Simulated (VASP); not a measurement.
# NaH (zincblende type) (F-43m) in VASP: further runs

The runs below take NaH (zincblende type) through single point, with r2SCAN.

Program: VASP 6.6.1. These are calculated values, not measurements. Logs are shortened: lines on timing, memory, paths and dates and some standing lists are left out, and cuts for length are marked.

## (1) The cell of the first run

It takes space group F-43m (No. 216, cubic). The conventional cell has a = 4.611 Å, b = 4.611 Å, c = 4.611 Å, α = 90.00°, β = 90.00°, γ = 90.00°. Within 2.6 Å of Na (site symmetry -43m) lie 4 H at 2.00 Å. H (site symmetry -43m) has 4 Na at 2.00 Å within 2.6 Å.

## (2) Single point, r2SCAN (12.25 Å³/atom)

The input, POSCAR:

```
NaH
1.0
    0.0000000000      2.3054963627      2.3054963627
    2.3054963627      0.0000000000      2.3054963627
    2.3054963627      2.3054963627      0.0000000000
Na H
1 1
Direct
    0.0000000000      0.0000000000      0.0000000000
    0.2500000000      0.2500000000      0.2500000000
```

The input, INCAR.step1:

```
ALGO = Normal ; EDIFF = 1E-4
ENCUT = 520 ; GGA = PE
ISMEAR = -1 ; LASPH = T
LCHARG = F ; LREAL = F
LWAVE = T ; NBANDS = 11
NELM = 60 ; PREC = Accurate
SIGMA = 0.1
```

The input, INCAR.step2:

```
ALGO = Normal ; EDIFF = 1E-7
ENCUT = 520 ; ISIF = 2
ISMEAR = -1 ; ISTART = 1
LASPH = T ; LCHARG = F
LMIXTAU = T ; LREAL = F
LWAVE = F ; METAGGA = R2SCAN
NBANDS = 11 ; NELM = 60
PREC = Accurate ; SIGMA = 0.1
```

The input, KPOINTS:

```
k-points
0
Gamma
  16 16 16
```

Potentials or basis: VASP PAW PBE potentials, release 64 (Na_pv, H).

Launch:

```
cat potpaw_PBE.64/Na_pv/POTCAR potpaw_PBE.64/H/POTCAR > POTCAR
cp INCAR.step1 INCAR
mpirun -np 1 vasp_std > vasp.out
cp INCAR.step2 INCAR
mpirun -np 1 vasp_std > vasp.out
```

OUTCAR:

```text
EDIFF = 1E-7
   ENCUT = 520
   ISIF = 2
   ISMEAR = -1
   ISTART = 1
   LASPH = T
   LREAL = F
   METAGGA = R2SCAN
   NELM = 60
   PREC = Accurate

 ion  position               nearest neighbor table
   1  0.000  0.000  0.000-
   2  0.250  0.250  0.250-

  LATTYP: Found a face centered cubic cell.
 ALAT       =     4.6109927254

  Lattice vectors:

 A1 = (   0.0000000000,   2.3054963627,   2.3054963627)
 A2 = (   2.3054963627,   0.0000000000,   2.3054963627)
 A3 = (   2.3054963627,   2.3054963627,   0.0000000000)

Analysis of symmetry for initial positions (statically):
=====================================================================
 Subroutine PRICEL returns:
 Original cell was already a primitive cell.

 Routine SETGRP: Setting up the symmetry group for a
 face centered cubic supercell.

 Subroutine GETGRP returns: Found 24 space group operations
 (whereof 24 operations were pure point group operations)
 out of a pool of 48 trial point group operations.

The static configuration has the point symmetry T_d .

Analysis of symmetry for dynamics (positions and initial velocities):
=====================================================================
 Subroutine PRICEL returns:
 Original cell was already a primitive cell.

 Routine SETGRP: Setting up the symmetry group for a
 face centered cubic supercell.

 Subroutine GETGRP returns: Found 24 space group operations
 (whereof 24 operations were pure point group operations)
 out of a pool of 48 trial point group operations.

The dynamic configuration has the point symmetry T_d .

 Subroutine INISYM returns: Found 24 space group operations
 (whereof 24 operations are pure point group operations),
 and found     1 'primitive' translations

----------------------------------------------------------------------------------------

                                     Primitive cell

  volume of cell :      24.5089

  direct lattice vectors                    reciprocal lattice vectors
     0.000000000  2.305496363  2.305496363    -0.216873038  0.216873038  0.216873038
     2.305496363  0.000000000  2.305496363     0.216873038 -0.216873038  0.216873038
     2.305496363  2.305496363  0.000000000     0.216873038  0.216873038 -0.216873038

  length of vectors
     3.260464224  3.260464224  3.260464224     0.375635120  0.375635120  0.375635120

  position of ions in fractional coordinates (direct lattice)
     0.000000000  0.000000000  0.000000000
     0.250000000  0.250000000  0.250000000

  ion indices of the primitive-cell ions
   primitive index   ion index
                 1           1
                 2           2

----------------------------------------------------------------------------------------

 KPOINTS: k-points

Automatic generation of k-mesh.
 Grid dimensions read from file:
 generate k-points for:   16   16   16

 Generating k-lattice:

  Cartesian coordinates                     Fractional coordinates (reciprocal lattice)
    -0.013554565  0.013554565  0.013554565     0.062500000  0.000000000  0.000000000
     0.013554565 -0.013554565  0.013554565     0.000000000  0.062500000  0.000000000
     0.013554565  0.013554565 -0.013554565     0.000000000  0.000000000  0.062500000

  Length of vectors
     0.023477195  0.023477195  0.023477195

  Shift w.r.t. Gamma in fractional coordinates (k-lattice)
     0.000000000  0.000000000  0.000000000

 Subroutine IBZKPT returns following result:
 ===========================================

 Found    145 irreducible k-points:

 Following reciprocal coordinates:
            Coordinates               Weight
  0.000000  0.000000  0.000000      1.000000
  0.062500  0.000000  0.000000      8.000000
  0.125000  0.000000  0.000000      8.000000
  0.187500  0.000000  0.000000      8.000000
  0.250000  0.000000  0.000000      8.000000
  0.312500  0.000000  0.000000      8.000000
[... 16 lines left out ...]
 -0.125000  0.062500  0.000000     24.000000
 -0.062500  0.062500  0.000000     12.000000
 [... further k-points ...]
   k-points           NKPTS =    145   k-points in BZ     NKDIM =    145   number of bands    NBANDS=     11
   number of dos      NEDOS =    301   number of ions     NIONS =      2
   total plane-waves  NPLWV =  13824
   dimension x,y,z NGX =    24 NGY =   24 NGZ =   24
   dimension x,y,z NGXF=    48 NGYF=   48 NGZF=   48
   ions per type =               1   1
   NGX,Y,Z   is equivalent  to a cutoff of  12.24, 12.24, 12.24 a.u.
   NGXF,Y,Z  is equivalent  to a cutoff of  24.47, 24.47, 24.47 a.u.
 SYSTEM =  unknown system
   PREC   = accura    normal or accurate (medium, high low for compatibility)
   ISTART =      1    job   : 0-new  1-cont  2-samecut
   ICHARG =      0    charge: 1-file 2-atom 10-const
   ISPIN  =      1    spin polarized calculation?
   LNONCOLLINEAR =      F non collinear calculations
   LSORBIT =      F    spin-orbit coupling
   LASPH  =      T    aspherical Exc in radial PAW
[... 60 lines left out ...]
      3     -23.2736      2.00000
      4      -4.8319      2.00000
      5       9.9922      0.00000
      6      15.1251      0.00000
      7      15.1251      0.00000
      8      15.1253      0.00000
      9      19.9590      0.00000
     10      19.9590      0.00000
     11      19.9590      0.00000

 k-point     2 :       0.0625    0.0000    0.0000
  band No.  band energies     occupation
      1     -23.2799      2.00000
      2     -23.2748      2.00000
      3     -23.2743      2.00000
      4      -4.7562      2.00000
      5       9.6619      0.00000
      6      15.0846      0.00000
      7      15.0847      0.00000
      8      15.1191      0.00000
      9      19.8493      0.00000
     10      19.9663      0.00000
     11      19.9663      0.00000

 k-point     3 :       0.1250    0.0000    0.0000
  band No.  band energies     occupation
      1     -23.2979      2.00000
      2     -23.2769      2.00000
      3     -23.2764      2.00000
      4      -4.5329      2.00000
      5       8.8217      0.00000
      6      14.9482      0.00000
      7      14.9759      0.00000
      8      14.9759      0.00000
      9      19.8215      0.00000
     10      19.8216      0.00000
     11      19.9451      0.00000

 k-point     4 :       0.1875    0.0000    0.0000
  band No.  band energies     occupation
      1     -23.3244      2.00000
      2     -23.2800      2.00000
      3     -23.2796      2.00000
      4      -4.1737      2.00000
      5       7.7232      0.00000
      6      14.5495      0.00000
      7      14.8279      0.00000
      8      14.8280      0.00000
      9      19.3592      0.00000
     10      19.3595      0.00000
     11      20.2983      0.00000

 k-point     5 :       0.2500    0.0000    0.0000
  band No.  band energies     occupation
      1     -23.3555      2.00000
      2     -23.2837      2.00000
      3     -23.2833      2.00000
      4      -3.6999      2.00000
      5       6.5426      0.00000
      6      14.0842      0.00000
      7      14.6701      0.00000
      8      14.6704      0.00000
      9      18.7881      0.00000
     10      18.7887      0.00000
     11      20.3703      0.00000
[... 211 lines left out ...]
 k-point    21 :      -0.2500    0.0625    0.0000
  band No.  band energies     occupation
      1     -23.3662      2.00000
      2     -23.2907      2.00000
      3     -23.2833      2.00000
      4      -3.4641      2.00000
      5       6.1454      0.00000
      6      12.7070      0.00000
      7      15.1973      0.00000
      8      15.2260      0.00000
      9      17.8470      0.00000
     10      18.6145      0.00000
     11      21.3299      0.00000

 k-point    22 :      -0.1875    0.0625    0.0000
  band No.  band energies     occupation
      1     -23.3359      2.00000
      2     -23.2864      2.00000
      3     -23.2796      2.00000
      4      -3.9651      2.00000
      5       7.2717      0.00000
      6      13.1730      0.00000
      7      15.3976      0.00000
      8      15.4056      0.00000
      9      18.2274      0.00000
     10      19.0671      0.00000
     11      21.4149      0.00000

 k-point    23 :      -0.1250    0.0625    0.0000
  band No.  band energies     occupation
      1     -23.3086      2.00000
      2     -23.2820      2.00000
      3     -23.2767      2.00000
      4      -4.3628      2.00000
      5       8.3346      0.00000
      6      13.7555      0.00000
      7      15.4359      0.00000
      8      15.5153      0.00000
      9      18.7779      0.00000
     10      19.2325      0.00000
     11      21.4640      0.00000

 k-point    24 :      -0.0625    0.0625    0.0000
  band No.  band energies     occupation
      1     -23.2889      2.00000
      2     -23.2778      2.00000
      3     -23.2749      2.00000
      4      -4.6313      2.00000
      5       9.1931      0.00000
      6      14.4166      0.00000
      7      15.3163      0.00000
      8      15.4078      0.00000
      9      19.3876      0.00000
     10      19.3917      0.00000
     11      21.0313      0.00000

 [... further k-points ...]

------------------------ aborting loop because EDIFF is reached ----------------------------------------

  FORCE on cell =-STRESS in cart. coord.  units (eV):
  Direction    XX          YY          ZZ          XY          YZ          ZX
  --------------------------------------------------------------------------------------
  -------------------------------------------------------------------------------------
  Total        1.8879339      1.8879339      1.8879339      0.0000000      0.0000000      0.0000000
  in kB      123.4167339    123.4167339    123.4167339      0.0000000      0.0000000      0.0000000
  external PRESSURE =     123.4167339 kB  Pullay stress =       0.0000000 kB

 VOLUME and BASIS-vectors are now :
 -----------------------------------------------------------------------------
  energy-cutoff  :      520.00
  volume of cell :       24.51
      direct lattice vectors                 reciprocal lattice vectors
     0.000000000  2.305496363  2.305496363    -0.216873038  0.216873038  0.216873038
     2.305496363  0.000000000  2.305496363     0.216873038 -0.216873038  0.216873038
     2.305496363  2.305496363  0.000000000     0.216873038  0.216873038 -0.216873038

 POSITION                                       TOTAL-FORCE (eV/Angst)
 -----------------------------------------------------------------------------------
      0.00000      0.00000      0.00000         0.000000      0.000000      0.000000
      1.15275      1.15275      1.15275        -0.000000     -0.000000     -0.000000
 -----------------------------------------------------------------------------------
    total drift:                                0.000040      0.000040      0.000040

  FREE ENERGIE OF THE ION-ELECTRON SYSTEM (eV)
  ---------------------------------------------------
  free  energy   TOTEN  =        -7.1607226129 eV

  energy  without entropy=       -7.1607226128  energy(sigma->0) =       -7.16072261
```

Wall time 39 s (1 thread of Intel Xeon 6975P-C (Granite Rapids), shared host); peak memory 0.15 GiB.

Results:

* Free energy: -7.1607 eV
* Pressure: 12.3 GPa
* Band gap on the k mesh: 4.36 eV (least direct gap 5.31 eV)

Levels at points of the mesh, in eV from the valence-band top:
| k point | band 1 | band 2 | band 3 | band 4 | band 5 | band 6 | band 7 | band 8 |
| --- | --- | --- | --- | --- | --- | --- | --- | --- |
| (0.00, 0.00, 0.00) | -22.30 | -22.30 | -22.30 | -3.85 | 10.97 | 16.10 | 16.10 | 16.10 |
| (0.50, 0.00, 0.00) | -22.46 | -22.32 | -22.31 | -0.96 | 4.36 | 14.13 | 15.29 | 15.29 |
| (0.50, 0.50, 0.00) | -22.45 | -22.35 | -22.35 | -0.09 | 6.03 | 8.93 | 12.48 | 12.48 |

Caveat: the cell stands under pressure; the PAW data sets were made with another functional, which shifts forces and pressure a little.

[end of part 1 of 2]
